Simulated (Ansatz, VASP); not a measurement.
# Cu in VASP and in Ansatz

```
CELL_PARAMETERS angstrom
1.31594 -4.29449 0.00000
1.31594 4.29449 0.00000
0.00000 0.00000 2.37648
ATOMIC_POSITIONS crystal
Cu 0.13387 0.86613 0.25000
Cu 0.86613 0.13387 0.75000
```

Change from the starting cell: strain +0.080 along x and y, -0.040 along z, atoms carried along.

Alike in both runs: task single point; functional PBEsol; k mesh 20 × 20 × 20; occupations gaussian, width 0.15 eV; no spin polarisation.

|  | VASP | Ansatz |
| --- | --- | --- |
| version | VASP 6.6.1 | Ansatz 0.2.0 |
| potentials or method | VASP PAW PBE potentials, release 64 (Cu), cutoff 520 eV | scalar-relativistic, plane waves, PAW |
| valence electrons in the cell | 22 | 38 |

```csv
,VASP,Ansatz,Ansatz less VASP
gap on the k mesh at the Fermi level (eV),none,none,-
pressure (GPa),-10.5,-11.3,-0.83
"traceless stress, the component that is largest in VASP (GPa)",12.98,12.97,-0.014
rms of the force components (eV/Å),0.083,0.085,+0.0021
```

VASP's potentials were made for PBE, not for PBEsol. Atom by atom the forces differ by 0.002 eV/Å (rms over components). A gap of «none» marks a metal or a gap that the smearing closes. VASP's potentials hold 22 valence electrons a cell and Ansatz's 38, so a difference there can come from the potentials and not from the codes.
